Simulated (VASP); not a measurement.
# Ga2O3 (P1) in VASP: single point with PBEsol

Aim: the single point of Ga2O3 with PBEsol.

Program: VASP 6.6.1. These are calculated values, not measurements. Logs are shortened: lines on timing, memory, paths and dates and some standing lists are left out, and cuts for length are marked.

## (1) The cell of the first run

The typed cell holds 40 atoms: a = 7.541 Å, b = 7.654 Å, c = 8.421 Å, α = 72.48°, β = 75.38°, γ = 67.31°.

## (2) Single point, PBEsol

INCAR reads:

```
PREC     = Accurate       # precision mode
ENCUT    = 520            # plane-wave cutoff, eV
EDIFF    = 1E-6           # SCF threshold, eV
ISMEAR   = 0              # smearing method
SIGMA    = 0.02           # smearing width, eV
LREAL    = Auto         
LASPH    = T              # aspherical terms in the spheres
NELM     = 60             # most SCF steps
ALGO     = Normal         # electronic algorithm
ISIF     = 2              # what is computed and relaxed
LWAVE    = F              # write WAVECAR
LCHARG   = T              # write CHGCAR
GGA      = PS             # functional
LELF     = T              # ELF
LVHAR    = T            
NBANDS   = 202            # bands
```

KPOINTS reads:

```
Automatic mesh
0
Gamma
  2 2 2
  0.5 0.5 0.5
```

POSCAR reads:

```
Ga2O3
1.0
    4.7582719443     -1.5236598588      5.6477888170
    6.1387134722      4.5709795765      0.0036360899
   -1.3804415279      6.0946394354      5.6441527271
Ga O
16 24
Direct
    0.8489123938      0.8320512041      0.8382490544
    0.0988663239      0.5820450201      0.5883838451
    0.5990452141      0.0817248375      0.0886271915
    0.3489147395      0.3324486777      0.3381559477
    0.9017267335      0.4148196552      0.4146034261
    0.1514368567      0.1650783037      0.1643878698
    0.6514176124      0.6645885535      0.6643681227
    0.4017747882      0.9143525820      0.9145473215
    0.0349974998      0.7834847867      0.1716762750
    0.2845287495      0.5329508351      0.9215679302
    0.7843891552      0.0332515088      0.4217899479
    0.5345265851      0.2828751475      0.6718281586
    0.7160748503      0.4638817258      0.0811220444
    0.9654537565      0.2135649896      0.8314106074
    0.4660370745      0.7135845810      0.3312103618
    0.2156297993      0.9639989638      0.5810760451
    1.0002148022      0.0057532949      0.7457013441
    0.2505050785      0.7557044618      0.4958109323
    0.7501265269      0.2558084251      0.9960470368
    0.4999051509      0.5063004624      0.2451149422
    0.7498885139      0.2414246935      0.5068417650
    0.0001004055      0.9913468136      0.2574318349
    0.5004542006      0.4905556841      0.7572646636
    0.2501945100      0.7409544310      0.0068571759
    0.0890196295      0.5636732236      0.3497874457
    0.3388787711      0.3131898326      0.0998152337
    0.8388947274      0.8132993919      0.5998532605
    0.5890906140      0.0630746133      0.8497948746
    0.6615218391      0.6834604500      0.9027298688
    0.9115419252      0.4332499002      0.6529250777
    0.4119401184      0.9332246289      0.1528663339
    0.1613041755      0.1839733353      0.4031380419
    0.4289112695      0.9001988865      0.6820878700
    0.6792798078      0.6505485596      0.4318814650
    0.1787984720      0.1496549144      0.9324182712
    0.9291367996      0.4007535322      0.1820442110
    0.3215640827      0.3468627756      0.5705086492
    0.5710883245      0.0962744536      0.3211073427
    0.0713105917      0.5962275375      0.8207822875
    0.8219443667      0.8466089886      0.0705309943
```

Potentials or basis: VASP PAW PBE potentials, release 64 (Ga_d, O).

On the command line:

```
$ cat potpaw_PBE.64/Ga_d/POTCAR potpaw_PBE.64/O/POTCAR > POTCAR
$ mpirun -np 1 vasp_std > vasp.out
```

OUTCAR:

```text
PREC = Accurate
   ENCUT = 520
   EDIFF = 1E-6
   ISMEAR = 0
   LREAL = Auto
   LASPH = T
   NELM = 60
   ISIF = 2
   GGA = PS

 ion  position               nearest neighbor table
   1  0.849  0.832  0.838-  17 1.94  39 1.95  40 1.95  29 2.02  28 2.08  27 2.08
   2  0.099  0.582  0.588-  18 1.94  37 1.95  39 1.95  30 2.02  27 2.08  25 2.08
   3  0.599  0.082  0.089-  19 1.94  40 1.95  38 1.95  31 2.01  26 2.08  28 2.08
   4  0.349  0.332  0.338-  20 1.94  37 1.95  38 1.95  32 2.02  25 2.08  26 2.08
   5  0.902  0.415  0.415-  21 1.94  34 1.95  36 1.95  25 2.02  32 2.07  30 2.08
   6  0.151  0.165  0.164-  22 1.94  36 1.95  35 1.95  26 2.01  32 2.08  31 2.08
   7  0.651  0.665  0.664-  23 1.94  34 1.95  33 1.95  27 2.02  29 2.08  30 2.08
   8  0.402  0.914  0.915-  24 1.94  35 1.95  33 1.95  28 2.02  29 2.08  31 2.08
   9  0.035  0.783  0.172-  40 1.84  24 1.84  22 1.84  25 1.87
  10  0.285  0.533  0.922-  39 1.84  24 1.84  23 1.84  26 1.87
  11  0.784  0.033  0.422-  38 1.84  21 1.84  22 1.84  27 1.87
  12  0.535  0.283  0.672-  37 1.84  23 1.84  21 1.84  28 1.87
  13  0.716  0.464  0.081-  36 1.84  19 1.84  20 1.84  29 1.87
  14  0.965  0.214  0.831-  35 1.84  19 1.84  17 1.84  30 1.87
  15  0.466  0.714  0.331-  34 1.84  20 1.84  18 1.84  31 1.87
  16  0.216  0.964  0.581-  33 1.84  17 1.84  18 1.84  32 1.87
  17  0.000  0.006  0.746-  16 1.84  14 1.84   1 1.94
[... 9 lines left out ...]
  27  0.839  0.813  0.600-  11 1.87   7 2.02   1 2.08   2 2.08
  28  0.589  0.063  0.850-  12 1.87   8 2.02   1 2.08   3 2.08
  29  0.662  0.683  0.903-  13 1.87   1 2.02   8 2.08   7 2.08
  30  0.912  0.433  0.653-  14 1.87   2 2.02   5 2.08   7 2.08
  31  0.412  0.933  0.153-  15 1.87   3 2.01   8 2.08   6 2.08
  32  0.161  0.184  0.403-  16 1.87   4 2.02   5 2.07   6 2.08
  33  0.429  0.900  0.682-  16 1.84   7 1.95   8 1.95
  34  0.679  0.651  0.432-  15 1.84   5 1.95   7 1.95
  35  0.179  0.150  0.932-  14 1.84   6 1.95   8 1.95
  36  0.929  0.401  0.182-  13 1.84   6 1.95   5 1.95
  37  0.322  0.347  0.571-  12 1.84   2 1.95   4 1.95
  38  0.571  0.096  0.321-  11 1.84   4 1.95   3 1.95
  39  0.071  0.596  0.821-  10 1.84   2 1.95   1 1.95
  40  0.822  0.847  0.071-   9 1.84   3 1.95   1 1.95

  LATTYP: Found a triclinic cell.
 ALAT       =    21.2816769955
 B/A-ratio  =     1.1209303200
 C/A-ratio  =     0.9014791249
 COS(alpha) =     0.0001144305
 COS(beta)  =     0.5397409708
 COS(gamma) =     0.8407751075

  Lattice vectors:

 A1 = (  18.4161404166, -10.6656190119,   0.0109082697)
 A2 = (  23.1744123609,   0.0000000000,   5.6586970867)
 A3 = (   1.3804415279, -18.2839183061,  -5.6441527271)

Analysis of symmetry for initial positions (statically):
=====================================================================
 Subroutine PRICEL returns:
 Original cell was already a primitive cell.

 Routine SETGRP: Setting up the symmetry group for a
 triclinic supercell.

 Subroutine GETGRP returns: Found  1 space group operations
 (whereof  1 operations were pure point group operations)
 out of a pool of  2 trial point group operations.

The static configuration has the point symmetry C_1 .

Analysis of symmetry for dynamics (positions and initial velocities):
=====================================================================
 Subroutine PRICEL returns:
 Original cell was already a primitive cell.

 Routine SETGRP: Setting up the symmetry group for a
 triclinic supercell.

 Subroutine GETGRP returns: Found  1 space group operations
 (whereof  1 operations were pure point group operations)
 out of a pool of  2 trial point group operations.

The dynamic configuration has the point symmetry C_1 .

 Subroutine INISYM returns: Found  1 space group operations
 (whereof  1 operations are pure point group operations),
 and found     1 'primitive' translations

----------------------------------------------------------------------------------------

                                     Primitive cell

  volume of cell :     422.3933

  direct lattice vectors                    reciprocal lattice vectors
     4.758271944 -1.523659859  5.647788817     0.061026405 -0.082039308  0.103513036
     6.138713472  4.570979577  0.003636090     0.101850581  0.082039308 -0.063676737
    -1.380441528  6.094639435  5.644152727    -0.061131334  0.082039308  0.073635812

  length of vectors
     7.540570919  7.653605072  8.420612131     0.145497831  0.145460358  0.126054436

  position of ions in fractional coordinates (direct lattice)
     0.848912394  0.832051204  0.838249054
     0.098866324  0.582045020  0.588383845
     0.599045214  0.081724837  0.088627192
     0.348914740  0.332448678  0.338155948
     0.901726733  0.414819655  0.414603426
     0.151436857  0.165078304  0.164387870
[... 32 lines left out ...]
     0.071310592  0.596227537  0.820782288
     0.821944367  0.846608989  0.070530994

  ion indices of the primitive-cell ions
   primitive index   ion index
                 1           1
                 2           2
                 3           3
                 4           4
                 5           5
                 6           6
[... 32 lines left out ...]
                39          39
                40          40

----------------------------------------------------------------------------------------

 KPOINTS: Automatic mesh

Automatic generation of k-mesh.
 Grid dimensions read from file:
 generate k-points for:    2    2    2

 Generating k-lattice:

  Cartesian coordinates                     Fractional coordinates (reciprocal lattice)
     0.030513203 -0.041019654  0.051756518     0.500000000  0.000000000  0.000000000
     0.050925291  0.041019654 -0.031838368     0.000000000  0.500000000 -0.000000000
    -0.030565667  0.041019654  0.036817906     0.000000000  0.000000000  0.500000000

  Length of vectors
     0.072748915  0.072730179  0.063027218

  Shift w.r.t. Gamma in fractional coordinates (k-lattice)
     0.500000000  0.500000000  0.500000000

 Subroutine IBZKPT returns following result:
 ===========================================

 Found      4 irreducible k-points:

 Following reciprocal coordinates:
            Coordinates               Weight
  0.250000  0.250000  0.250000      2.000000
 -0.250000  0.250000  0.250000      2.000000
  0.250000 -0.250000  0.250000      2.000000
 -0.250000 -0.250000  0.250000      2.000000
   k-points           NKPTS =      4   k-points in BZ     NKDIM =      4   number of bands    NBANDS=    202
   number of dos      NEDOS =    301   number of ions     NIONS =     40
   total plane-waves  NPLWV = 215040
   dimension x,y,z NGX =    56 NGY =   60 NGZ =   64
   dimension x,y,z NGXF=   112 NGYF=  120 NGZF=  128
   ions per type =              16  24
   NGX,Y,Z   is equivalent  to a cutoff of  12.35, 13.03, 12.64 a.u.
   NGXF,Y,Z  is equivalent  to a cutoff of  24.69, 26.07, 25.27 a.u.
 SYSTEM =  unknown system
   PREC   = accura    normal or accurate (medium, high low for compatibility)
   ISTART =      0    job   : 0-new  1-cont  2-samecut
   ICHARG =      2    charge: 1-file 2-atom 10-const
   ISPIN  =      1    spin polarized calculation?
   LNONCOLLINEAR =      F non collinear calculations
   LSORBIT =      F    spin-orbit coupling
   LASPH  =      T    aspherical Exc in radial PAW
   ENCUT  =  520.0 eV  38.22 Ry    6.18 a.u.  14.02 14.23 15.66*2*pi/ulx,y,z
   NELM   =     60;   NELMIN=  2; NELMDL= -5     # of ELM steps
   EDIFF  = 0.1E-05   stopping-criterion for ELM
   LREAL  =      T    real-space projection
   EDIFFG = 0.1E-04   stopping-criterion for IOM
   NSW    =      0    number of steps for IOM
   IBRION =     -1    ionic relax: 0-MD 1-quasi-New 2-CG
   NFREE  =      0    steps in history (QN), initial steepest desc. (CG)
   ISIF   =      2    stress and relaxation
   ISYM   =      2    0-nonsym 1-usesym 2-fastsym
   POTIM  = 0.5000    time-step for ionic-motion
   TEBEG  =    0.0;   TEEND  =   0.0 temperature during run
   PSTRESS=    0.0 pullay stress
   NELECT =     352.0000    total number of electrons
   NUPDOWN=      -1.0000    fix difference up-down
   EMIN   =  10.00;   EMAX   =-10.00  energy-range for DOS
   EFERMI =   0.00;   METHOD = LEGACY
   ISMEAR =     0;   SIGMA  =   0.02  broadening in eV -4-tet -1-fermi 0-gaus
   EFERMI_NEDOS =   21; number of points for ismear=-14 and -15
   IALGO  =     38    algorithm
   IMIX   =      4    mixing-type and parameters
     AMIX     =   0.40;   BMIX     =  1.00
     AMIX_MAG =   1.60;   BMIX_MAG =  1.00
  volume/ion in A,a.u.               =      10.56        71.26
  Fermi-wavevector in a.u.,A,eV,Ry     =   1.540577  2.911268 32.291755  2.373377
  Thomas-Fermi vector in A             =   2.646644
   LORBIT       =      0    0 simple, 1 ext, 2 COOP (PROOUT), +10 PAW based schemes
   GGA     = PS    functional components
   LHFCALC =     F    Hartree Fock is set to
   AEXX    =    0.0000 exact exchange contribution
   IVDW    =     0    specifies the selected vdW correction
   LEPSILON=     F    determine dielectric tensor
   LRPA    =     F    only Hartree local field effects (RPA)
 non-spin polarized calculation
 Gauss-broadening in eV      SIGMA  =   0.02
  energy-cutoff  :      520.00
  volume of cell :      422.39
 maximum number of plane-waves:     11380
   NGX = 29   NGY = 29   NGZ = 31

 number of electron     351.9999896 magnetization

 Free energy of the ion-electron system (eV)
  ---------------------------------------------------
  ext. energy  EPLUGINS =         0.00000000
  ---------------------------------------------------
  free energy    TOTEN  =      -255.61210149 eV

  energy without entropy =     -255.61210149  energy(sigma->0) =     -255.61210149

 E-fermi :   3.7800     XC(G=0): -11.8587

 val. band max:        3.6233624776   @ k =   0.2500   0.2500   0.2500
 cond. band min:       6.7965535090   @ k =   0.2500   0.2500   0.2500
 fundamental gap:      3.1731910314
 Fermi energy:         3.7800133287

 k-point     1 :       0.2500    0.2500    0.2500
  band No.  band energies     occupation
      1     -15.0662      2.00000
      2     -14.5552      2.00000
      3     -14.3200      2.00000
      4     -14.2708      2.00000
      5     -14.2179      2.00000
      6     -14.1357      2.00000
[... 753 lines left out ...]
    187      10.3850      0.00000
    188      10.7231      0.00000
 [bands above 188 left out]

------------------------ aborting loop because EDIFF is reached ----------------------------------------

  FORCE on cell =-STRESS in cart. coord.  units (eV):
  Direction    XX          YY          ZZ          XY          YZ          ZX
  --------------------------------------------------------------------------------------
  -------------------------------------------------------------------------------------
  Total        0.5978191      1.1267745      0.7249416      0.0227435     -0.0356034      0.0484702
  in kB        2.2675836      4.2739609      2.7497711      0.0862680     -0.1350469      0.1838521
  external PRESSURE =       3.0971052 kB  Pullay stress =       0.0000000 kB

 VOLUME and BASIS-vectors are now :
 -----------------------------------------------------------------------------
  energy-cutoff  :      520.00
  volume of cell :      422.39
      direct lattice vectors                 reciprocal lattice vectors
     4.758271944 -1.523659859  5.647788817     0.061026405 -0.082039308  0.103513036
     6.138713472  4.570979577  0.003636090     0.101850581  0.082039308 -0.063676737
    -1.380441528  6.094639435  5.644152727    -0.061131334  0.082039308  0.073635812

 POSITION                                       TOTAL-FORCE (eV/Angst)
 -----------------------------------------------------------------------------------
      7.98993      7.61866      9.52871         0.015816      0.000865      0.020223
      3.23121      6.09586      3.88142         0.029388      0.001650      0.011032
      3.22976      0.00097      3.88380         0.020705      0.002644      0.012615
      3.23423      3.04893      3.88041         0.002763     -0.001178      0.021252
      6.26478      3.04907      7.43436        -0.019058     -0.009423     -0.023695
      1.50702      1.52572      1.78371        -0.026636     -0.009388     -0.002999
[... 32 lines left out ...]
      2.86634      7.61906      5.03754        -0.002969     -0.007800      0.010170
      9.01076      3.04733      5.04333        -0.009444      0.006749      0.005532
 -----------------------------------------------------------------------------------
    total drift:                                0.026854     -0.002683      0.012298

  FREE ENERGIE OF THE ION-ELECTRON SYSTEM (eV)
  ---------------------------------------------------
  free  energy   TOTEN  =      -255.6121014930 eV

  energy  without entropy=     -255.6121014930  energy(sigma->0) =     -255.61210149
```

Run time: 18 min. Hardware: 1 thread of Oxide Virtual Turin-like, shared host; peak memory 0.57 GiB.

What came out:

```yaml
Free_energy: -255.6121 eV
Pressure: 0.3 GPa
Largest_force: 0.032 eV/Å
Band_gap_on_the_k_mesh: 3.17 eV
```

Forces in eV/Å, atoms in the order of the input:
```
Ga   0.016  0.001  0.020
Ga   0.029  0.002  0.011
Ga   0.021  0.003  0.013
Ga   0.003 -0.001  0.021
Ga  -0.019 -0.009 -0.024
Ga  -0.027 -0.009 -0.003
Ga  -0.005  0.007 -0.011
Ga  -0.013  0.002 -0.027
Ga  -0.008 -0.008 -0.018
Ga   0.012  0.003  0.006
Ga  -0.008 -0.002  0.001
Ga   0.013 -0.024 -0.005
Ga  -0.005  0.008 -0.009
Ga   0.013 -0.013  0.009
Ga  -0.003  0.011 -0.004
Ga   0.000 -0.016  0.017
O   -0.003  0.004 -0.020
O    0.004  0.010 -0.013
O   -0.006 -0.003 -0.010
O    0.000 -0.002  0.013
O   -0.011  0.009  0.012
O    0.003 -0.020  0.009
O    0.004  0.019  0.004
O   -0.007  0.001  0.013
O   -0.001  0.000  0.004
O    0.010 -0.001  0.001
O    0.009 -0.003 -0.001
O    0.006  0.012 -0.004
O   -0.011  0.004  0.022
O   -0.004  0.014  0.009
O   -0.011  0.020 -0.008
O   -0.010 -0.018 -0.002
O    0.010  0.004 -0.009
O   -0.004  0.005 -0.009
O    0.022  0.010 -0.020
O    0.000  0.000 -0.016
O   -0.017 -0.008  0.013
O    0.011 -0.012  0.001
O   -0.003 -0.008  0.010
O   -0.009  0.007  0.006
```

Stress tensor (GPa, compression positive):
```
 0.23  0.01  0.02
 0.01  0.43 -0.01
 0.02 -0.01  0.27
```

Levels at points of the mesh, in eV from the valence-band top:
```csv
k point,band 172,band 173,band 174,band 175,band 176,band 177,band 178,band 179,band 180,band 181
"(0.25, 0.25, 0.25)",-0.47,-0.28,-0.12,-0.05,0.00,3.17,5.67,5.71,5.82,6.03
```

Caveat: the PAW data sets were made with another functional, which shifts forces and pressure a little; a shifted mesh leaves out Γ, where band edges can lie. A k mesh can miss the band edges.
